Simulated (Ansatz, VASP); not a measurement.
# HgTe: VASP beside Ansatz

```xyz
2
Lattice="0.0000 3.2145 3.2145 3.2145 0.0000 3.2145 3.2145 3.2145 0.0000" Properties=species:S:1:pos:R:3 pbc="T T T"
Hg    0.0000    0.0000    0.0000
Te    4.8217    4.8217    4.8217
```

Alike in both runs: task single point; functional PBE; k mesh 6 × 6 × 6; occupations tetrahedron; no spin polarisation.

|  | VASP | Ansatz |
| --- | --- | --- |
| version | VASP 6.6.1 | Ansatz 0.2.0 |
| potentials or method | VASP PAW PBE potentials, release 64 (Hg, Te), cutoff 500 eV | PAW, plane waves, scalar-relativistic |
| valence electrons in the cell | 18 | 36 |

|  | VASP | Ansatz | Ansatz less VASP |
| --- | --- | --- | --- |
| pressure (GPa) | 4.7 | 4.6 | -0.08 |

VASP's potentials hold 18 valence electrons a cell and Ansatz's 36, so a difference there can come from the potentials and not from the codes. Ansatz's warnings: band table not solved further, tetrahedron derivatives may miss energy slope.

Neither program's run includes spin-orbit coupling.
